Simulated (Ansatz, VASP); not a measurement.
**Two plane-wave programs on GaP**

```xyz
2
Lattice="0.0000 2.5646 3.0775 2.5646 0.0000 3.0775 2.5646 2.5646 0.0000" Properties=species:S:1:pos:R:3 pbc="T T T"
Ga    0.0000    0.0000    0.0000
P     3.8468    3.8468    4.6162
```

Alike in both runs: task single point; functional PBEsol; k mesh 10 × 10 × 10; occupations gaussian, width 0.05 eV; no spin polarisation.

|  | VASP | Ansatz |
| --- | --- | --- |
| version | VASP 6.6.1 | Ansatz 0.2.0 |
| potentials or method | VASP PAW PBE potentials, release 64 (Ga_d, P), cutoff 520 eV | scalar-relativistic, plane waves, PAW |
| valence electrons in the cell | 18 | 18 |

Ansatz gave:

```
gap on the k mesh at the Fermi level (eV)                     : 0.46
least direct gap on the mesh (eV)                             : 0.93
pressure (GPa)                                                : -1.0
traceless stress, the component that is largest in VASP (GPa) : -11.95
```

**Question.** What did VASP give for the same quantities?

**Answer.** gap on the k mesh at the Fermi level (eV): 0.46; least direct gap on the mesh (eV): 0.93; pressure (GPa): -1.1; traceless stress, the component that is largest in VASP (GPa): -11.98.

VASP's potentials were made for PBE, not for PBEsol.
